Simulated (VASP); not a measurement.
Write the native input for VASP 6.6.1 that does the following.

```yaml
Task: single point
Functional: PBE
Potentials_or_basis: VASP PAW PBE potentials, release 64 (Mo_sv)
Cutoff: 520 eV
k_mesh: 13 × 13 × 13
Occupations: fermi-dirac, width 0.1 eV
Spin: no spin polarisation
Dipole_correction: no
Further_INCAR_settings: ALGO = Normal; EDIFF = 1e-06; NBANDS = 13
```

The structure of Mo lies in POSCAR:

```
Mo
1.0
   -1.5941202034      1.5941202034      1.5941202034
    1.5941202034     -1.5941202034      1.5941202034
    1.5941202034      1.5941202034     -1.5941202034
Mo
1
Direct
    0.0000000000      0.0000000000      0.0000000000
```

The input as run:

INCAR

```
SYSTEM = Mo
PREC = Accurate
ENCUT = 520
EDIFF = 1E-6
ISMEAR = -1
SIGMA = 0.1
LREAL = .False.
LASPH = .True.
NELM = 60
ALGO = Normal
ISIF = 2
LWAVE = .False.
LCHARG = .False.
GGA = PE
NBANDS = 13
```

KPOINTS

```
regular mesh
0
Gamma
  13 13 13
  0 0 0
```

Potentials or basis: VASP PAW PBE potentials, release 64 (Mo_sv).

Run with:

```console
$ cat potpaw_PBE.64/Mo_sv/POTCAR > POTCAR
$ mpirun -np 1 vasp_std > vasp.out
```

Results of the run:

```yaml
Pressure: -6.0 GPa
Band_gap_on_the_k_mesh: zero (band 7 reaches 15.45 eV, above the bottom of band 8 at 10.73 eV)
```

Wall time 8.4 s on 1 thread of Intel(R) Xeon(R) Platinum 8488C (Sapphire Rapids), on a shared host, peak memory 0.14 GiB.
